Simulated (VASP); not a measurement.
# B5Ru3: relaxation of cell and atoms with PBE

B5Ru3:

```
CELL_PARAMETERS angstrom
2.90000 0.00000 0.00000
-1.45000 2.51147 0.00000
0.00000 0.00000 10.30000
ATOMIC_POSITIONS crystal
B 0.33333 0.66667 0.64800
B 0.66667 0.33333 0.71400
B 0.33333 0.66667 0.35200
B 0.66667 0.33333 0.28600
B 0.66667 0.33333 0.00000
Ru 0.33333 0.66667 0.13800
Ru 0.33333 0.66667 0.86200
Ru 0.66667 0.33333 0.50000
```

```
Program                : VASP 6.6.1
Task                   : relaxation of cell and atoms
Functional             : PBE
Potentials or basis    : VASP PAW PBE potentials, release 64 (B, Ru_pv)
Cutoff                 : 600 eV
k mesh                 : 6 × 6 × 2
Occupations            : gaussian, width 0.2 eV
Spin                   : no spin polarisation
Dipole correction      : no
Further INCAR settings : ALGO = Normal; EDIFF = 1e-07; IBRION = 2; EDIFFG = -0.08; NSW = 36; ISIF = 3
```

| Property | Result |
| --- | --- |
| Relaxed volume | 9.26 Å³/atom |
| Relaxed cell | a = 2.918 Å, b = 2.918 Å, c = 10.047 Å, α = 90.00°, β = 90.00°, γ = 120.00° |
| Space group after relaxing (to 0.05 Å) | P-6m2 (No. 187) |
| Energy gained by relaxing | 23.8 meV/atom |
| Ionic steps | 7 |
| Pressure after relaxing | -0.1 GPa |
| Largest force after relaxing | 0.018 eV/Å |

Forces on the atoms (eV/Å):
```
B    0.000  0.000  0.002
B    0.000  0.000  0.018
B    0.000  0.000 -0.002
B    0.000  0.000 -0.018
B    0.000  0.000  0.000
Ru   0.000  0.000  0.008
Ru   0.000  0.000 -0.008
Ru   0.000  0.000  0.000
```

Step by step:
```
step  energy change (eV)  largest force (eV/Å)  pressure (GPa)  volume (Å³)
   1              0.0000                0.9018           -5.16        75.02
   2             -0.0653                0.7870           11.53        71.75
   3             -0.1337                0.6720            4.03        73.07
   4             -0.1855                0.3128           -1.21        74.42
   5             -0.1876                0.2623           -0.41        74.20
   6             -0.1896                0.1562            0.03        74.03
   7             -0.1905                0.0179           -0.14        74.09
```

Final structure:
```
CELL_PARAMETERS angstrom
2.91802 0.00000 0.00000
-1.45901 2.52708 0.00000
0.00000 0.00000 10.04731
ATOMIC_POSITIONS crystal
B 0.33333 0.66667 0.64288
B 0.66667 0.33333 0.71973
B 0.33333 0.66667 0.35712
B 0.66667 0.33333 0.28027
B 0.66667 0.33333 0.00000
Ru 0.33333 0.66667 0.14038
Ru 0.33333 0.66667 0.85962
Ru 0.66667 0.33333 0.50000
```

Levels at points of the mesh, in eV from the Fermi level:
```tsv
k point	band 26	band 27	band 28	band 29	band 30	band 31	band 32	band 33
(0.00, 0.00, 0.00)	-2.72	-2.72	-1.53	-1.53	1.13	2.10	2.10	3.23
(0.50, 0.00, 0.00)	-1.61	-1.11	-0.19	0.05	0.22	1.03	1.20	1.76
(0.00, 0.00, 0.50)	-2.25	-2.25	-1.79	-1.79	1.11	2.41	2.41	2.96
(0.50, 0.00, 0.50)	-1.28	-0.41	-0.33	0.03	0.56	0.96	1.21	1.48
```

Run time: 3.8 min on 1 thread of Intel(R) Xeon(R) Platinum 8175M CPU @ 2.50GHz (Skylake/Cascade Lake) (shared host), peak memory 0.23 GiB.

Caveat: the k points lie up to 0.41 Å⁻¹ apart in the final cell; the relaxation stopped at a loose force limit of 0.08 eV/Å, so its end isn't a converged minimum.
